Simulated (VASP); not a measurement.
Crystal: WC.

```
CELL_PARAMETERS angstrom
0.00000 2.19268 2.19268
2.19268 0.00000 2.19268
2.19268 2.19268 0.00000
ATOMIC_POSITIONS crystal
W 0.00000 0.00000 0.00000
C 0.50000 0.50000 0.50000
```

* Program: VASP 6.6.1
* Task: relaxation of cell and atoms
* Functional: BLYP
* Potentials or basis: VASP PAW PBE potentials, release 64 (W_sv, C)
* Cutoff: 600 eV
* k mesh: 10 × 10 × 10
* Occupations: fermi-dirac, width 0.05 eV
* Spin: no spin polarisation

At the start: pressure 13.7 GPa; volume 10.54 Å³/atom.

How do energy, volume and symmetry change on relaxing?

Over 4 steps the energy falls by 17.2 meV/atom and the volume is 10.96 Å³/atom (+3.9 %); space group Fm-3m (No. 225, to 0.05 Å).

Step by step:
```tsv
step	energy change (eV)	largest force (eV/Å)	pressure (GPa)	volume (Å³)
1	0.0000	0.0000	13.72	21.08
2	0.1317	0.0000	-23.93	23.96
3	-0.0343	0.0000	-0.38	21.94
4	-0.0343	0.0000	-0.04	21.92
```

Final structure:
```
W C
1.0
     0.00000    2.22115    2.22115
     2.22115    0.00000    2.22115
     2.22115    2.22115    0.00000
W C
1 1
Direct
  0.00000 0.00000 0.00000
  0.50000 0.50000 0.50000
```

Caveat: the PAW data sets were made with another functional, which shifts forces and pressure a little.
